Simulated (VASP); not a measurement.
# Tc (P6_3/mmc) in VASP: notebook, part 2 of 2

VASP 6.6.1. Earlier steps stand in the parts before.

**4. Relaxation of cell and atoms, PBE, target pressure 10 GPa, at which the enthalpy is minimised**

Input file INCAR:

```
SYSTEM = Tc
ALGO = Normal
EDIFF = 1E-6
EDIFFG = -0.01
ENCUT = 600
GGA = PE
IBRION = 2
ISIF = 3
ISMEAR = -1
LASPH = .True.
LCHARG = .False.
LREAL = .False.
LWAVE = .False.
NELM = 100
NSW = 80
PREC = Accurate
PSTRESS = 100.0
SIGMA = 0.05
```

Input file KPOINTS:

```
k-points
0
Gamma
  9 9 5
  0 0 0
```

Input file POSCAR:

```
Tc
1.0
    2.7200000000      0.0000000000      0.0000000000
   -1.3600000000      2.3555890983      0.0000000000
    0.0000000000      0.0000000000      4.4417600000
Tc
2
Direct
    0.3333333333      0.6666666667      0.2500000000
    0.6666666667      0.3333333333      0.7500000000
```

Potentials or basis: VASP PAW PBE potentials, release 64 (Tc_pv).

On the command line:

```bash
$ cat potpaw_PBE.64/Tc_pv/POTCAR > POTCAR
$ mpirun -np 1 vasp_std > vasp.out
```

OUTCAR:

```text
SYSTEM = Tc
   EDIFF = 1E-6
   EDIFFG = -0.01
   ENCUT = 600
   GGA = PE
   IBRION = 2
   ISIF = 3
   ISMEAR = -1
   LASPH = .True.
   LREAL = .False.
   NELM = 100
   NSW = 80
   PREC = Accurate
   PSTRESS = 100.0

 ion  position               nearest neighbor table
   1  0.333  0.667  0.250-   2 2.72   2 2.72   2 2.72   2 2.72   2 2.72   2 2.72
   2  0.667  0.333  0.750-   1 2.72   1 2.72   1 2.72   1 2.72   1 2.72   1 2.72

  LATTYP: Found a hexagonal cell.
 ALAT       =     2.7200000000
 C/A-ratio  =     1.6330000000

  Lattice vectors:

 A1 = (   2.7200000000,   0.0000000000,   0.0000000000)
 A2 = (  -1.3600000000,   2.3555890983,   0.0000000000)
 A3 = (   0.0000000000,   0.0000000000,   4.4417600000)

Analysis of symmetry for initial positions (statically):
=====================================================================
 Subroutine PRICEL returns:
 Original cell was already a primitive cell.

 Routine SETGRP: Setting up the symmetry group for a
 hexagonal supercell.

[... 167 lines left out ...]
  free energy    TOTEN  =       -20.68424473 eV

  energy without entropy =      -20.67201383  energy(sigma->0) =      -20.67812928

------------------------ aborting loop because EDIFF is reached ----------------------------------------

  FORCE on cell =-STRESS in cart. coord.  units (eV):
  Direction    XX          YY          ZZ          XY          YZ          ZX
  --------------------------------------------------------------------------------------
  -------------------------------------------------------------------------------------
  Total        1.2495379      1.2495379     -0.2538457     -0.0000000      0.0000000      0.0000000
  in kB       70.3455256     70.3455256    -14.2908104     -0.0000000      0.0000000      0.0000000
  external PRESSURE =     -57.8665864 kB  Pullay stress =     100.0000000 kB
[... 177 lines left out ...]
--------------------------------------- Ionic step        6  -------------------------------------------

 number of electron      26.0000003 magnetization

 Free energy of the ion-electron system (eV)
  ---------------------------------------------------
  ext. energy  EPLUGINS =         0.00000000
  ---------------------------------------------------
  free energy    TOTEN  =       -20.67216064 eV

  energy without entropy =      -20.65841118  energy(sigma->0) =      -20.66528591

 E-fermi :  13.1346     XC(G=0): -13.9341

 val. band max:       13.0244989587   @ k =   0.3333   0.0000   0.2000
 cond. band min:      13.1406987704   @ k =   0.2222  -0.0000   0.0000
 fundamental gap:      0.1161998116
 Fermi energy:        13.1345603825

 k-point     1 :       0.0000    0.0000    0.0000
  band No.  band energies     occupation
      1     -26.4842      2.00000
      2     -25.2749      2.00000
      3     -25.2749      2.00000
      4     -25.0747      2.00000
      5     -25.0747      2.00000
      6     -25.0504      2.00000
[... 457 lines left out ...]
      4     -25.6863      2.00000
      5     -25.4649      2.00000
      6     -25.4649      2.00000
[... 9 lines left out ...]
     16      15.5556      0.00000
     17      21.5700      0.00000

 [... further k-points ...]
[... 5 lines left out ...]
  --------------------------------------------------------------------------------------
  -------------------------------------------------------------------------------------
  Total        1.7383016      1.7383016      1.7322186      0.0000000      0.0000000      0.0000000
  in kB       99.5756977     99.5756977     99.2272428      0.0000000      0.0000000      0.0000000
  external PRESSURE =      -0.5404539 kB  Pullay stress =     100.0000000 kB
[... 21 lines left out ...]
  energy  without entropy=      -20.6584111811  energy(sigma->0) =      -20.66528591

  enthalpy is  TOTEN    =       -18.9264519101 eV   P V=        1.7457087298

 reached required accuracy - stopping structural energy minimisation
```

OSZICAR:

```text
N       E                     dE             d eps       ncg     rms          rms(c)
DAV:   1     0.336803631256E+03    0.33680E+03   -0.18134E+04  1224   0.181E+03
DAV:   2    -0.128687615645E+02   -0.34967E+03   -0.34545E+03  1341   0.485E+02
DAV:   3    -0.220579707990E+02   -0.91892E+01   -0.89821E+01  1504   0.883E+01
[... 48 lines left out ...]
DAV:   2    -0.206744773787E+02    0.14582E-01   -0.30848E-02  1256   0.171E+00    0.298E-01
DAV:   3    -0.206721355408E+02    0.23418E-02   -0.78909E-03  1341   0.693E-01    0.155E-01
DAV:   4    -0.206721592989E+02   -0.23758E-04   -0.41290E-04  1351   0.172E-01    0.253E-02
DAV:   5    -0.206721591879E+02    0.11100E-06   -0.57712E-05  1272   0.697E-02    0.184E-02
DAV:   6    -0.206721608326E+02   -0.16447E-05   -0.53558E-06  1236   0.223E-02    0.188E-03
DAV:   7    -0.206721606399E+02    0.19277E-06   -0.18167E-07   612   0.430E-03
   6 F= -.18926452E+02 E0= -.18919577E+02  d E =-.223079E-02
```

CONTCAR:

```text
Tc
   1.00000000000000
     2.7212007467555313    0.0000000000000000    0.0000000000000000
    -1.3606003733777656    2.3566289754942180   -0.0000000000000000
     0.0000000000000000   -0.0000000000000000    4.3614467200888241
  Tc
     2
Direct
     0.3333333332999970    0.6666666667000030    0.2500000000000000
     0.6666666667000030    0.3333333332999970    0.7500000000000000

  0.00000000E+00  0.00000000E+00  0.00000000E+00
  0.00000000E+00  0.00000000E+00  0.00000000E+00
```

Wall time 58 s (1 thread of Intel Xeon Platinum 8259CL at 2.50GHz (Skylake/Cascade Lake), shared host); peak memory 0.16 GiB.

What came out:

| Item | Value |
| --- | --- |
| Free energy | -20.6722 eV |
| Relaxed volume | 13.98 Å³/atom |
| Relaxed cell | a = 2.721 Å, b = 2.721 Å, c = 4.361 Å, α = 90.00°, β = 90.00°, γ = 120.00° |
| Space group after relaxing (to 0.1 Å) | P6_3/mmc (No. 194) |
| Energy change on relaxing (the run minimises the enthalpy) | +6.0 meV/atom |
| Ionic steps | 6 |
| Pressure after relaxing | 9.9 GPa |
| Band gap on the k mesh | zero (bands 13 and 14 overlap by 2.34 eV) |

Step by step:
```
step  energy change (eV)  largest force (eV/Å)  pressure (GPa)  volume (Å³)
   1              0.0000                0.0000            4.21        28.46
   2              0.2278                0.0000           32.81        26.38
   3              0.0196                0.0000           10.98        27.88
   4              0.0208                0.0000           11.22        27.86
   5              0.0078                0.0000            8.81        28.07
   6              0.0121                0.0000            9.95        27.97
```

Final structure:
```
Tc
1.0
     2.72120    0.00000    0.00000
    -1.36060    2.35663    0.00000
     0.00000    0.00000    4.36145
Tc
2
Direct
  0.33333 0.66667 0.25000
  0.66667 0.33333 0.75000
```

Caveat: the cell is relaxed towards a set pressure, so the run minimises the enthalpy, not the energy.

**5. Relaxation of cell and atoms, PBE, target pressure 20 GPa, at which the enthalpy is minimised**

Input file INCAR:

```
SYSTEM = Tc
  PREC = Accurate
  ENCUT = 600
  EDIFF = 1E-6
  ISMEAR = -1
  SIGMA = 0.05
  LREAL = .False.
  LASPH = .True.
  NELM = 60
  ALGO = Normal
  ISIF = 3
  LWAVE = .False.
  LCHARG = .False.
  GGA = PE
  IBRION = 2
  NSW = 80
  EDIFFG = -0.01
  PSTRESS = 200.0
```

Input file KPOINTS:

```
regular mesh
0
Gamma
  9 9 5
  0 0 0
```

POSCAR is that of step 4.

On the command line:

```bash
$ cat potpaw_PBE.64/Tc_pv/POTCAR > POTCAR
$ mpirun -np 1 vasp_std > vasp.out
```

Run time: 85 s. Hardware: 1 thread of Intel Xeon Platinum 8259CL at 2.50GHz (Skylake/Cascade Lake), shared host; peak memory 0.17 GiB.

It converged, with:

```
Free energy                                                : -20.6017 eV
Relaxed volume                                             : 13.60 Å³/atom
Relaxed cell                                               : a = 2.696 Å, b = 2.696 Å, c = 4.322 Å, α = 90.00°, β = 90.00°, γ = 120.00°
Space group after relaxing (to 0.1 Å)                      : P6_3/mmc (No. 194)
Energy change on relaxing (the run minimises the enthalpy) : +41.3 meV/atom
Ionic steps                                                : 10
Pressure after relaxing                                    : 20.0 GPa
Band gap on the k mesh                                     : zero (bands 13 and 14 overlap by 2.41 eV)
```

Stress tensor (GPa, compression positive):
```
19.96  0.00  0.00
 0.00 19.96  0.00
 0.00  0.00 20.05
```

The path:
```
step  energy change (eV)  largest force (eV/Å)  pressure (GPa)  volume (Å³)
   1              0.0000                0.0000            4.21        28.46
   2              1.6271                0.0000          110.06        23.05
   3              0.0787                0.0000           19.19        27.27
   4              0.0884                0.0000           20.33        27.19
   5              0.0915                0.0000           20.68        27.16
   6              0.0816                0.0000           19.75        27.23
   7              0.0837                0.0000           20.14        27.20
   8              0.0836                0.0000           20.14        27.20
   9              0.0791                0.0000           19.63        27.24
  10              0.0825                0.0000           19.99        27.21
```

Final structure:
```
CELL_PARAMETERS angstrom
2.69617 0.00000 0.00000
-1.34809 2.33495 0.00000
0.00000 0.00000 4.32213
ATOMIC_POSITIONS crystal
Tc 0.33333 0.66667 0.25000
Tc 0.66667 0.33333 0.75000
```

Levels at points of the mesh, in eV from the Fermi level:
| k point | band 11 | band 12 | band 13 | band 14 | band 15 | band 16 |
| --- | --- | --- | --- | --- | --- | --- |
| (0.00, 0.00, 0.00) | -1.71 | -1.00 | -1.00 | -0.26 | -0.26 | 1.73 |

Caveat: the cell is relaxed towards a set pressure, so the run minimises the enthalpy, not the energy.

**6. Summary**

| cell | gap on the mesh (eV) | pressure (GPa) |
| --- | --- | --- |
| relaxed | none | -0.1 |
| relaxed to 5 GPa | none | 5.0 |
| relaxed to 10 GPa | none | 9.9 |
| relaxed to 20 GPa | none | 20.0 |

Alike in all rows: task relaxation of cell and atoms; level PBE; potentials or basis VASP PAW PBE potentials, release 64 (Tc_pv); no spin polarisation; k mesh 9 × 9 × 5; cutoff (eV) 600; smearing fermi-dirac 0.05 eV.

Caveats: the cell is relaxed towards a set pressure, so the run minimises the enthalpy, not the energy (at least some runs).

Absolute energies hang on the potentials; compare differences alone.

The gap in the log of VASP goes by the Fermi energy; the results here count the filled bands.